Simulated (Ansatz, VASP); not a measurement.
CdSe in VASP and in Ansatz

```
CELL_PARAMETERS angstrom
0.00000 2.27903 2.27903
2.27903 0.00000 2.27903
2.27903 2.27903 0.00000
ATOMIC_POSITIONS crystal
Cd 0.00000 0.00000 0.00000
Se 0.50000 0.50000 0.50000
```

Change from the starting cell: volume scaled by 0.55, PAW files.

Alike in both runs: task single point; functional LDA; k mesh 12 × 12 × 12; occupations fermi-dirac, width 0.05 eV; no spin polarisation.

```csv
,VASP,Ansatz
version,VASP 6.6.1,Ansatz 0.2.0
potentials or method,"VASP PAW LDA potentials, release 64 (Cd, Se)","PAW with Ansatz's default frozen-core files, scalar-relativistic"
plane-wave cutoff (eV),520,420
valence electrons in the cell,18,36
```

|  | VASP | Ansatz | Ansatz less VASP |
| --- | --- | --- | --- |
| pressure (GPa) | 204.5 | 194.8 | -9.73 |

LDA's correlation is that of Perdew and Zunger in VASP and of Perdew and Wang (1992) in Ansatz. Both programs put the cell under a high pressure, so it lies far from rest at this level. VASP's potentials hold 18 valence electrons a cell and Ansatz's 36, so a difference there can come from the potentials and not from the codes.

Noted on VASP's run: the cell as given lies far from equilibrium.
